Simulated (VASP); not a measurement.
# BeSi2 (Pnnm) in VASP: single point with PBE

Aim: the single point of BeSi2 with PBE.

Everything below comes from runs of VASP 6.6.1. Logs are shortened: lines on timing, memory, paths and dates and some standing lists are left out, and cuts for length are marked.

### Step 1. The cell of the first run

The structure is orthorhombic, space group Pnnm (No. 58). Conventional cell: a = 4.870 Å, b = 5.481 Å, c = 2.633 Å, α = 90.00°, β = 90.00°, γ = 90.00°. Within 2.9 Å of Si (site symmetry m) lie 3 Be at 2.16 to 2.18 Å and 3 Si at 2.33 to 2.63 Å. Within 2.9 Å of Be (site symmetry 2/m) lie 6 Si at 2.16 to 2.18 Å and 2 Be at 2.63 Å.

### Step 2. Single point, PBE

The input, INCAR:

```
SYSTEM = BeSi2
PREC = Accurate ; ENCUT = 520
EDIFF = 1E-6 ; ISMEAR = -1
SIGMA = 0.0303 ; LREAL = .FALSE.
LASPH = .TRUE. ; NELM = 60
ALGO = Normal ; ISIF = 2
LWAVE = .FALSE. ; LCHARG = .FALSE.
GGA = PE ; NBANDS = 19
```

The input, KPOINTS:

```
regular mesh
0
G
  7 6 13
  0 0 0
```

The input, POSCAR:

```
BeSi2
1.0
    4.8703830000      0.0000000000      0.0000000000
    0.0000000000      5.4808280000      0.0000000000
    0.0000000000      0.0000000000      2.6329070000
Si Be
4 2
Direct
    0.1800000000      0.3600000000      0.0000000000
    0.8200000000      0.6400000000      0.0000000000
    0.6800000000      0.1400000000      0.5000000000
    0.3200000000      0.8600000000      0.5000000000
    0.0000000000      0.0000000000      0.0000000000
    0.5000000000      0.5000000000      0.5000000000
```

Potentials or basis: VASP PAW PBE potentials, release 64 (Si, Be).

Started as:

```console
cat potpaw_PBE.64/Si/POTCAR potpaw_PBE.64/Be/POTCAR > POTCAR
mpirun -np 1 vasp_std > vasp.out
```

OUTCAR:

```text
SYSTEM = BeSi2
   PREC = Accurate
   ENCUT = 520
   EDIFF = 1E-6
   ISMEAR = -1
   LREAL = .FALSE.
   LASPH = .TRUE.
   NELM = 60
   ISIF = 2
   GGA = PE

 ion  position               nearest neighbor table
   1  0.180  0.360  0.000-   5 2.16   6 2.18   6 2.18   2 2.33   3 3.02   3 3.02   3 3.02   3 3.02
                             4 3.12   4 3.12   4 3.12   4 3.12
   2  0.820  0.640  0.000-   5 2.16   6 2.18   6 2.18   1 2.33   4 3.02   4 3.02   4 3.02   4 3.02
                             3 3.12   3 3.12   3 3.12   3 3.12
   3  0.680  0.140  0.500-   6 2.16   5 2.18   5 2.18   4 2.33   1 3.02   1 3.02   1 3.02   1 3.02
                             2 3.12   2 3.12   2 3.12   2 3.12
   4  0.320  0.860  0.500-   6 2.16   5 2.18   5 2.18   3 2.33   2 3.02   2 3.02   2 3.02   2 3.02
                             1 3.12   1 3.12   1 3.12   1 3.12
   5  0.000  0.000  0.000-   1 2.16   2 2.16   3 2.18   4 2.18   3 2.18   4 2.18
   6  0.500  0.500  0.500-   3 2.16   4 2.16   1 2.18   2 2.18   1 2.18   2 2.18

  LATTYP: Found a simple orthorhombic cell.
 ALAT       =     2.6329070000
 B/A-ratio  =     1.8498120139
 C/A-ratio  =     2.0816641074

  Lattice vectors:

 A1 = (   0.0000000000,   0.0000000000,   2.6329070000)
 A2 = (   4.8703830000,   0.0000000000,   0.0000000000)
 A3 = (   0.0000000000,   5.4808280000,   0.0000000000)

Analysis of symmetry for initial positions (statically):
=====================================================================
 Subroutine PRICEL returns:
 Original cell was already a primitive cell.

 Routine SETGRP: Setting up the symmetry group for a
 simple orthorhombic supercell.

 Subroutine GETGRP returns: Found  8 space group operations
 (whereof  4 operations were pure point group operations)
 out of a pool of  8 trial point group operations.

The static configuration has the point symmetry C_2h.
 The point group associated with its full space group is D_2h.

Analysis of symmetry for dynamics (positions and initial velocities):
=====================================================================
 Subroutine PRICEL returns:
 Original cell was already a primitive cell.

 Routine SETGRP: Setting up the symmetry group for a
 simple orthorhombic supercell.

 Subroutine GETGRP returns: Found  8 space group operations
 (whereof  4 operations were pure point group operations)
 out of a pool of  8 trial point group operations.

The dynamic configuration has the point symmetry C_2h.
 The point group associated with its full space group is D_2h.

 Subroutine INISYM returns: Found  8 space group operations
 (whereof  4 operations are pure point group operations),
 and found     1 'primitive' translations

----------------------------------------------------------------------------------------

                                     Primitive cell

  volume of cell :      70.2821

  direct lattice vectors                    reciprocal lattice vectors
     4.870383000  0.000000000  0.000000000     0.205322661  0.000000000  0.000000000
     0.000000000  5.480828000  0.000000000     0.000000000  0.182454184  0.000000000
     0.000000000  0.000000000  2.632907000     0.000000000  0.000000000  0.379808326

  length of vectors
     4.870383000  5.480828000  2.632907000     0.205322661  0.182454184  0.379808326

  position of ions in fractional coordinates (direct lattice)
     0.180000000  0.360000000  0.000000000
     0.820000000  0.640000000  0.000000000
     0.680000000  0.140000000  0.500000000
     0.320000000  0.860000000  0.500000000
     0.000000000  0.000000000  0.000000000
     0.500000000  0.500000000  0.500000000

  ion indices of the primitive-cell ions
   primitive index   ion index
                 1           1
                 2           2
                 3           3
                 4           4
                 5           5
                 6           6

----------------------------------------------------------------------------------------

 KPOINTS: regular mesh

Automatic generation of k-mesh.
 Grid dimensions read from file:
 generate k-points for:    7    6   13

 Generating k-lattice:

  Cartesian coordinates                     Fractional coordinates (reciprocal lattice)
     0.029331809  0.000000000  0.000000000     0.142857143  0.000000000  0.000000000
     0.000000000  0.030409031  0.000000000     0.000000000  0.166666667  0.000000000
     0.000000000  0.000000000  0.029216025     0.000000000  0.000000000  0.076923077

  Length of vectors
     0.029331809  0.030409031  0.029216025

  Shift w.r.t. Gamma in fractional coordinates (k-lattice)
     0.000000000  0.000000000  0.000000000

 Subroutine IBZKPT returns following result:
 ===========================================

 Found    112 irreducible k-points:

 Following reciprocal coordinates:
            Coordinates               Weight
  0.000000  0.000000  0.000000      1.000000
  0.142857  0.000000  0.000000      2.000000
  0.285714  0.000000  0.000000      2.000000
  0.428571  0.000000  0.000000      2.000000
  0.000000  0.166667  0.000000      2.000000
  0.142857  0.166667  0.000000      4.000000
[... 16 lines left out ...]
  0.285714  0.166667  0.076923      8.000000
  0.428571  0.166667  0.076923      8.000000
 [... further k-points ...]
   k-points           NKPTS =    112   k-points in BZ     NKDIM =    112   number of bands    NBANDS=     19
   number of dos      NEDOS =    301   number of ions     NIONS =      6
   total plane-waves  NPLWV =  30240
   dimension x,y,z NGX =    36 NGY =   42 NGZ =   20
   dimension x,y,z NGXF=    72 NGYF=   84 NGZF=   40
   ions per type =               4   2
   NGX,Y,Z   is equivalent  to a cutoff of  12.29, 12.74, 12.63 a.u.
   NGXF,Y,Z  is equivalent  to a cutoff of  24.58, 25.48, 25.26 a.u.
 SYSTEM =  BeSi2
   PREC   = accura    normal or accurate (medium, high low for compatibility)
   ISTART =      0    job   : 0-new  1-cont  2-samecut
   ICHARG =      2    charge: 1-file 2-atom 10-const
   ISPIN  =      1    spin polarized calculation?
   LNONCOLLINEAR =      F non collinear calculations
   LSORBIT =      F    spin-orbit coupling
   LASPH  =      T    aspherical Exc in radial PAW
   ENCUT  =  520.0 eV  38.22 Ry    6.18 a.u.   9.06 10.19  4.90*2*pi/ulx,y,z
   NELM   =     60;   NELMIN=  2; NELMDL= -5     # of ELM steps
   EDIFF  = 0.1E-05   stopping-criterion for ELM
   LREAL  =      F    real-space projection
   EDIFFG = 0.1E-04   stopping-criterion for IOM
   NSW    =      0    number of steps for IOM
   IBRION =     -1    ionic relax: 0-MD 1-quasi-New 2-CG
   NFREE  =      0    steps in history (QN), initial steepest desc. (CG)
   ISIF   =      2    stress and relaxation
   ISYM   =      2    0-nonsym 1-usesym 2-fastsym
   POTIM  = 0.5000    time-step for ionic-motion
   TEBEG  =    0.0;   TEEND  =   0.0 temperature during run
   PSTRESS=    0.0 pullay stress
   NELECT =      20.0000    total number of electrons
   NUPDOWN=      -1.0000    fix difference up-down
   EMIN   =  10.00;   EMAX   =-10.00  energy-range for DOS
   EFERMI =   0.00;   METHOD = LEGACY
   ISMEAR =    -1;   SIGMA  =   0.03  broadening in eV -4-tet -1-fermi 0-gaus
   EFERMI_NEDOS =   21; number of points for ismear=-14 and -15
   IALGO  =     38    algorithm
   IMIX   =      4    mixing-type and parameters
     AMIX     =   0.40;   BMIX     =  1.00
     AMIX_MAG =   1.60;   BMIX_MAG =  1.00
  volume/ion in A,a.u.               =      11.71        79.05
  Fermi-wavevector in a.u.,A,eV,Ry     =   1.076804  2.034864 15.776041  1.159506
  Thomas-Fermi vector in A             =   2.212698
   LORBIT       =      0    0 simple, 1 ext, 2 COOP (PROOUT), +10 PAW based schemes
   GGA     = PE    functional components
   LHFCALC =     F    Hartree Fock is set to
   AEXX    =    0.0000 exact exchange contribution
   IVDW    =     0    specifies the selected vdW correction
   LEPSILON=     F    determine dielectric tensor
   LRPA    =     F    only Hartree local field effects (RPA)
 non-spin polarized calculation
  energy-cutoff  :      520.00
  volume of cell :       70.28
 maximum number of plane-waves:      1924
   NGX = 19   NGY = 21   NGZ =  9

 number of electron      20.0000000 magnetization

 Free energy of the ion-electron system (eV)
  ---------------------------------------------------
  ext. energy  EPLUGINS =         0.00000000
  ---------------------------------------------------
  free energy    TOTEN  =       -25.84923006 eV

  energy without entropy =      -25.84373390  energy(sigma->0) =      -25.84648198

 E-fermi :   9.7466     XC(G=0): -11.1809

 val. band max:        9.7433826844   @ k =   0.4286   0.5000   0.3077
 cond. band min:       9.7469856383   @ k =   0.4286   0.5000   0.2308
 fundamental gap:      0.0036029539
 Fermi energy:         9.7465946715

 k-point     1 :       0.0000    0.0000    0.0000
  band No.  band energies     occupation
      1      -4.2800      2.00000
      2      -0.0539      2.00000
      3       0.2230      2.00000
      4       0.7889      2.00000
      5       2.3935      2.00000
      6       5.0100      2.00000
[... 11 lines left out ...]
     18      18.6765      0.00000
     19      18.8908      0.00000

 k-point     2 :       0.1429    0.0000    0.0000
  band No.  band energies     occupation
      1      -4.1645      2.00000
      2      -0.3642      2.00000
      3       0.0585      2.00000
      4       0.6683      2.00000
      5       3.3903      2.00000
      6       4.3335      2.00000
[... 11 lines left out ...]
     18      18.2224      0.00000
     19      18.7259      0.00000

 k-point     3 :       0.2857    0.0000    0.0000
  band No.  band energies     occupation
      1      -3.8191      2.00000
      2      -1.4660      2.00000
      3       0.3852      2.00000
      4       0.8796      2.00000
      5       3.2421      2.00000
      6       3.3527      2.00000
[... 434 lines left out ...]
      1      -3.5779      2.00000
      2      -1.3246      2.00000
      3      -0.4147      2.00000
      4       1.5123      2.00000
      5       2.8926      2.00000
      6       4.8184      2.00000
[... 11 lines left out ...]
     18      17.5554      0.00000
     19      18.2169      0.00000

 k-point    24 :       0.4286    0.1667    0.0769
  band No.  band energies     occupation
      1      -3.0098      2.00000
      2      -2.2313      2.00000
      3       0.0350      2.00000
      4       0.7500      2.00000
      5       3.2113      2.00000
      6       3.9069      2.00000
[... 11 lines left out ...]
     18      16.7553      0.00000
     19      17.9716      0.00000

 [... further k-points ...]

------------------------ aborting loop because EDIFF is reached ----------------------------------------

  FORCE on cell =-STRESS in cart. coord.  units (eV):
  Direction    XX          YY          ZZ          XY          YZ          ZX
  --------------------------------------------------------------------------------------
  -------------------------------------------------------------------------------------
  Total       11.6935758     10.8954311      5.3079329      0.0000000      0.0000000      0.0000000
  in kB      266.5711295    248.3763229    121.0016242      0.0000000      0.0000000      0.0000000
  external PRESSURE =     211.9830255 kB  Pullay stress =       0.0000000 kB

 VOLUME and BASIS-vectors are now :
 -----------------------------------------------------------------------------
  energy-cutoff  :      520.00
  volume of cell :       70.28
      direct lattice vectors                 reciprocal lattice vectors
     4.870383000  0.000000000  0.000000000     0.205322661  0.000000000  0.000000000
     0.000000000  5.480828000  0.000000000     0.000000000  0.182454184  0.000000000
     0.000000000  0.000000000  2.632907000     0.000000000  0.000000000  0.379808326

 POSITION                                       TOTAL-FORCE (eV/Angst)
 -----------------------------------------------------------------------------------
      0.87667      1.97310      0.00000        -0.325992     -0.048684      0.000000
      3.99371      3.50773      0.00000         0.325992      0.048684      0.000000
      3.31186      0.76732      1.31645        -0.325992      0.048684     -0.000000
      1.55852      4.71351      1.31645         0.325992     -0.048684      0.000000
      0.00000      0.00000      0.00000         0.000000      0.000000      0.000000
      2.43519      2.74041      1.31645         0.000000      0.000000      0.000000
 -----------------------------------------------------------------------------------
    total drift:                               -0.000000     -0.000000      0.000000

  FREE ENERGIE OF THE ION-ELECTRON SYSTEM (eV)
  ---------------------------------------------------
  free  energy   TOTEN  =       -25.8492300617 eV

  energy  without entropy=      -25.8437338956  energy(sigma->0) =      -25.84648198
```

It took 97 s on 1 thread of Intel Xeon Platinum 8375C at 2.90GHz (Ice Lake), shared host; peak memory 0.25 GiB.

Results:

```yaml
Free_energy: -25.8492 eV
Pressure: 21.2 GPa
Largest_force: 0.330 eV/Å
Band_gap_on_the_k_mesh: zero (bands 10 and 11 overlap by 5.39 eV)
```

Forces on the atoms (eV/Å):
```
Si  -0.326 -0.049  0.000
Si   0.326  0.049  0.000
Si  -0.326  0.049  0.000
Si   0.326 -0.049  0.000
Be   0.000  0.000  0.000
Be   0.000  0.000  0.000
```

Stress tensor (GPa, compression positive):
```
26.66  0.00  0.00
 0.00 24.84  0.00
 0.00  0.00 12.10
```

Caveat: the cell stands under pressure.
